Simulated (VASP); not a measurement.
# Y (P6_3/mmc) in VASP: notebook

Y is run at these levels: PBEsol, r2SCAN; tasks: electric field gradients.

Program: VASP 6.6.1. These are calculated values, not measurements. Logs are shortened: lines on timing, memory, paths and dates and some standing lists are left out, and cuts for length are marked.

### Step 1. The cell of the first run

Symmetry: P6_3/mmc, No. 194, hexagonal system. The conventional cell has a = 3.651 Å, b = 3.651 Å, c = 5.747 Å, α = 90.00°, β = 90.00°, γ = 120.00°. Within 4.7 Å of Y (site symmetry -6m2) lie 12 Y at 3.56 to 3.65 Å.

### Step 2. Electric field gradients, PBEsol

Contents of INCAR:

```
PREC = Accurate ; ENCUT = 520
EDIFF = 1E-8 ; ISMEAR = -1
SIGMA = 0.08 ; LREAL = False
LASPH = True ; NELM = 60
ALGO = Normal ; ISIF = 2
LWAVE = False ; LCHARG = False
GGA = PS ; LEFG = True
NBANDS = 18
```

Contents of KPOINTS:

```
regular mesh
0
Gamma
  12 12 7
```

Contents of POSCAR:

```
Y
1.0
    3.6514992371      0.0000000000      0.0000000000
   -1.8257496185      3.1622911012      0.0000000000
    0.0000000000      0.0000000000      5.7474000000
Y
2
Direct
    0.3333333333      0.6666666667      0.2500000000
    0.6666666667      0.3333333333      0.7500000000
```

Potentials or basis: VASP PAW PBE potentials, release 64 (Y_sv).

Started as:

```sh
$ cat potpaw_PBE.64/Y_sv/POTCAR > POTCAR
$ mpirun -np 1 vasp_std > vasp.out
```

OUTCAR:

```text
PREC = Accurate
   ENCUT = 520
   EDIFF = 1E-8
   ISMEAR = -1
   LREAL = False
   LASPH = True
   NELM = 60
   ISIF = 2
   GGA = PS

 ion  position               nearest neighbor table
   1  0.333  0.667  0.250-   2 3.56   2 3.56   2 3.56   2 3.56   2 3.56   2 3.56
   2  0.667  0.333  0.750-   1 3.56   1 3.56   1 3.56   1 3.56   1 3.56   1 3.56

  LATTYP: Found a hexagonal cell.
 ALAT       =     3.6514992371
 C/A-ratio  =     1.5739836234

  Lattice vectors:

 A1 = (   3.6514992371,   0.0000000000,   0.0000000000)
 A2 = (  -1.8257496185,   3.1622911012,   0.0000000000)
 A3 = (   0.0000000000,   0.0000000000,   5.7474000000)

Analysis of symmetry for initial positions (statically):
=====================================================================
 Subroutine PRICEL returns:
 Original cell was already a primitive cell.

 Routine SETGRP: Setting up the symmetry group for a
 hexagonal supercell.

 Subroutine GETGRP returns: Found 24 space group operations
 (whereof 12 operations were pure point group operations)
 out of a pool of 24 trial point group operations.

The static configuration has the point symmetry D_3d.
 The point group associated with its full space group is D_6h.

Analysis of symmetry for dynamics (positions and initial velocities):
=====================================================================
 Subroutine PRICEL returns:
 Original cell was already a primitive cell.

 Routine SETGRP: Setting up the symmetry group for a
 hexagonal supercell.

 Subroutine GETGRP returns: Found 24 space group operations
 (whereof 12 operations were pure point group operations)
 out of a pool of 24 trial point group operations.

The dynamic configuration has the point symmetry D_3d.
 The point group associated with its full space group is D_6h.

 Subroutine INISYM returns: Found 24 space group operations
 (whereof 12 operations are pure point group operations),
 and found     1 'primitive' translations

----------------------------------------------------------------------------------------

                                     Primitive cell

  volume of cell :      66.3658

  direct lattice vectors                    reciprocal lattice vectors
     3.651499237  0.000000000  0.000000000     0.273860115  0.158113211  0.000000000
    -1.825749618  3.162291101  0.000000000     0.000000000  0.316226422  0.000000000
     0.000000000  0.000000000  5.747400000     0.000000000  0.000000000  0.173991718

  length of vectors
     3.651499237  3.651499237  5.747400000     0.316226422  0.316226422  0.173991718

  position of ions in fractional coordinates (direct lattice)
     0.333333333  0.666666667  0.250000000
     0.666666667  0.333333333  0.750000000

  ion indices of the primitive-cell ions
   primitive index   ion index
                 1           1
                 2           2

----------------------------------------------------------------------------------------

 KPOINTS: regular mesh

Automatic generation of k-mesh.
 Grid dimensions read from file:
 generate k-points for:   12   12    7

 Generating k-lattice:

  Cartesian coordinates                     Fractional coordinates (reciprocal lattice)
     0.022821676  0.013176101  0.000000000     0.083333333  0.000000000  0.000000000
     0.000000000  0.026352202  0.000000000     0.000000000  0.083333333  0.000000000
     0.000000000  0.000000000  0.024855960     0.000000000  0.000000000  0.142857143

  Length of vectors
     0.026352202  0.026352202  0.024855960

  Shift w.r.t. Gamma in fractional coordinates (k-lattice)
     0.000000000  0.000000000  0.000000000

 Subroutine IBZKPT returns following result:
 ===========================================

 Found     76 irreducible k-points:

 Following reciprocal coordinates:
            Coordinates               Weight
  0.000000  0.000000  0.000000      1.000000
  0.083333 -0.000000  0.000000      6.000000
  0.166667  0.000000  0.000000      6.000000
  0.250000 -0.000000  0.000000      6.000000
  0.333333  0.000000  0.000000      6.000000
  0.416667 -0.000000  0.000000      6.000000
[... 16 lines left out ...]
  0.250000 -0.000000  0.142857     12.000000
  0.333333  0.000000  0.142857     12.000000
 [... further k-points ...]
   k-points           NKPTS =     76   k-points in BZ     NKDIM =     76   number of bands    NBANDS=     18
   number of dos      NEDOS =    301   number of ions     NIONS =      2
   total plane-waves  NPLWV =  37632
   dimension x,y,z NGX =    28 NGY =   28 NGZ =   48
   dimension x,y,z NGXF=    56 NGYF=   56 NGZF=   96
   ions per type =               2
   NGX,Y,Z   is equivalent  to a cutoff of  12.75, 12.75, 13.88 a.u.
   NGXF,Y,Z  is equivalent  to a cutoff of  25.50, 25.50, 27.77 a.u.
 SYSTEM =  unknown system
   PREC   = accura    normal or accurate (medium, high low for compatibility)
   ISTART =      0    job   : 0-new  1-cont  2-samecut
   ICHARG =      2    charge: 1-file 2-atom 10-const
   ISPIN  =      1    spin polarized calculation?
   LNONCOLLINEAR =      F non collinear calculations
   LSORBIT =      F    spin-orbit coupling
   LASPH  =      T    aspherical Exc in radial PAW
   ENCUT  =  520.0 eV  38.22 Ry    6.18 a.u.   6.79  6.79 10.69*2*pi/ulx,y,z
   NELM   =     60;   NELMIN=  2; NELMDL= -5     # of ELM steps
   EDIFF  = 0.1E-07   stopping-criterion for ELM
   LREAL  =      F    real-space projection
   EDIFFG = 0.1E-06   stopping-criterion for IOM
   NSW    =      0    number of steps for IOM
   IBRION =     -1    ionic relax: 0-MD 1-quasi-New 2-CG
   NFREE  =      0    steps in history (QN), initial steepest desc. (CG)
   ISIF   =      2    stress and relaxation
   ISYM   =      2    0-nonsym 1-usesym 2-fastsym
   POTIM  = 0.5000    time-step for ionic-motion
   TEBEG  =    0.0;   TEEND  =   0.0 temperature during run
   PSTRESS=    0.0 pullay stress
   NELECT =      22.0000    total number of electrons
   NUPDOWN=      -1.0000    fix difference up-down
   EMIN   =  10.00;   EMAX   =-10.00  energy-range for DOS
   EFERMI =   0.00;   METHOD = LEGACY
   ISMEAR =    -1;   SIGMA  =   0.08  broadening in eV -4-tet -1-fermi 0-gaus
   EFERMI_NEDOS =   21; number of points for ismear=-14 and -15
   IALGO  =     38    algorithm
   IMIX   =      4    mixing-type and parameters
     AMIX     =   0.40;   BMIX     =  1.00
     AMIX_MAG =   1.60;   BMIX_MAG =  1.00
  volume/ion in A,a.u.               =      33.18       223.93
  Fermi-wavevector in a.u.,A,eV,Ry     =   1.133011  2.141081 17.465997  1.283715
  Thomas-Fermi vector in A             =   2.269713
   LORBIT       =      0    0 simple, 1 ext, 2 COOP (PROOUT), +10 PAW based schemes
   GGA     = PS    functional components
   LHFCALC =     F    Hartree Fock is set to
   AEXX    =    0.0000 exact exchange contribution
   IVDW    =     0    specifies the selected vdW correction
   LEPSILON=     F    determine dielectric tensor
   LRPA    =     F    only Hartree local field effects (RPA)
 non-spin polarized calculation
  energy-cutoff  :      520.00
  volume of cell :       66.37
 maximum number of plane-waves:      1806
 NGX is ok and might be reduce to    28
   NGX = 13   NGY = 13   NGZ = 21

 number of electron      22.0000001 magnetization

 Free energy of the ion-electron system (eV)
  ---------------------------------------------------
  ext. energy  EPLUGINS =         0.00000000
  ---------------------------------------------------
  free energy    TOTEN  =       -13.64856819 eV

  energy without entropy =      -13.56534691  energy(sigma->0) =      -13.60695755

 E-fermi :   2.8367     XC(G=0):  -9.4937

 val. band max:        2.8278193509   @ k =   0.4167   0.0833   0.4286
 cond. band min:       2.8368535726   @ k =   0.3333   0.0000   0.4286
 fundamental gap:      0.0090342217
 Fermi energy:         2.8367073702

 k-point     1 :       0.0000    0.0000    0.0000
  band No.  band energies     occupation
      1     -39.7864      2.00000
      2     -39.7164      2.00000
      3     -20.0718      2.00000
      4     -19.6070      2.00000
      5     -19.6070      2.00000
      6     -19.5210      2.00000
[... 10 lines left out ...]
     17       5.6064      0.00000
     18       5.6064      0.00000
[... 463 lines left out ...]
 k-point    24 :       0.3333    0.0000    0.1429
  band No.  band energies     occupation
      1     -39.7439      2.00000
      2     -39.7076      2.00000
      3     -19.9483      2.00000
      4     -19.8409      2.00000
      5     -19.8022      2.00000
      6     -19.6878      2.00000
[... 10 lines left out ...]
     17       6.6645      0.00000
     18       6.8801      0.00000

 [... further k-points ...]

------------------------ aborting loop because EDIFF is reached ----------------------------------------

  FORCE on cell =-STRESS in cart. coord.  units (eV):
  Direction    XX          YY          ZZ          XY          YZ          ZX
  --------------------------------------------------------------------------------------
  -------------------------------------------------------------------------------------
  Total       -0.8690504     -0.8690504     -1.1060749     -0.0000000      0.0000000      0.0000000
  in kB      -20.9802695    -20.9802695    -26.7024210     -0.0000000      0.0000000      0.0000000
  external PRESSURE =     -22.8876534 kB  Pullay stress =       0.0000000 kB

 VOLUME and BASIS-vectors are now :
 -----------------------------------------------------------------------------
  energy-cutoff  :      520.00
  volume of cell :       66.37
      direct lattice vectors                 reciprocal lattice vectors
     3.651499237  0.000000000  0.000000000     0.273860115  0.158113211  0.000000000
    -1.825749618  3.162291101  0.000000000     0.000000000  0.316226422  0.000000000
     0.000000000  0.000000000  5.747400000     0.000000000  0.000000000  0.173991718

 POSITION                                       TOTAL-FORCE (eV/Angst)
 -----------------------------------------------------------------------------------
     -0.00000      2.10819      1.43685         0.000000     -0.000000      0.000000
      1.82575      1.05410      4.31055        -0.000000      0.000000      0.000000
 -----------------------------------------------------------------------------------
    total drift:                                0.000000     -0.000000      0.000000

  FREE ENERGIE OF THE ION-ELECTRON SYSTEM (eV)
  ---------------------------------------------------
  free  energy   TOTEN  =       -13.6485681939 eV

  energy  without entropy=      -13.5653469091  energy(sigma->0) =      -13.60695755

 Electric field gradients (V/A^2)
---------------------------------------------------------------------
 ion       V_xx      V_yy      V_zz      V_xy      V_xz      V_yz
---------------------------------------------------------------------
   1     -12.724   -12.724    25.447     0.000    -0.000     0.000
   2     -12.724   -12.724    25.447     0.000     0.000    -0.000
---------------------------------------------------------------------

 Electric field gradients after diagonalization (V/A^2)
 (convention: |V_zz| > |V_xx| > |V_yy|)
----------------------------------------------------------------------
 ion       V_xx      V_yy      V_zz     asymmetry (V_yy - V_xx)/ V_zz
----------------------------------------------------------------------
   1     -12.724   -12.724    25.447       0.000
   2     -12.724   -12.724    25.447       0.000
----------------------------------------------------------------------

           NMR quadrupolar parameters

 Cq : quadrupolar parameter    Cq=e*Q*V_zz/h
 eta: asymmetry parameters     (V_yy - V_xx)/ V_zz
 Q  : nuclear electric quadrupole moment in mb (millibarn)
----------------------------------------------------------------------
 ion       Cq(MHz)       eta       Q (mb)
----------------------------------------------------------------------
   1       0.062       0.000       1.000
   2       0.062       0.000       1.000
----------------------------------------------------------------------
```

It took 2.7 min on 1 thread of Oxide Virtual Turin-like, shared host; peak memory 0.21 GiB.

What came out:

```yaml
Free_energy: -13.6486 eV
Pressure: -2.3 GPa
Band_gap_on_the_k_mesh: zero (band 11 reaches 3.69 eV, above the bottom of band 12 at 2.40 eV)
```

Levels at points of the mesh, in eV from the Fermi level:
```tsv
k point	band 8	band 9	band 10	band 11	band 12	band 13	band 14	band 15
(0.00, 0.00, 0.00)	-22.33	-4.69	-1.86	0.85	1.74	1.74	2.00	2.33
(0.50, 0.00, 0.00)	-22.41	-1.68	-1.17	-0.80	-0.10	1.36	1.47	2.02
```

Electric field gradients, principal values (V/Å²):
```tsv
atom	least	middle	greatest (by size)
1 Y	-12.724	-12.724	25.447
2 Y	-12.724	-12.724	25.447
```

Caveat: without QUAD_EFG the Cq values of the log hold for a quadrupole moment of 1 mb, not for the nuclei; the PAW data sets were made with another functional, which shifts forces and pressure a little.

(Continued in part 2 of 3.)
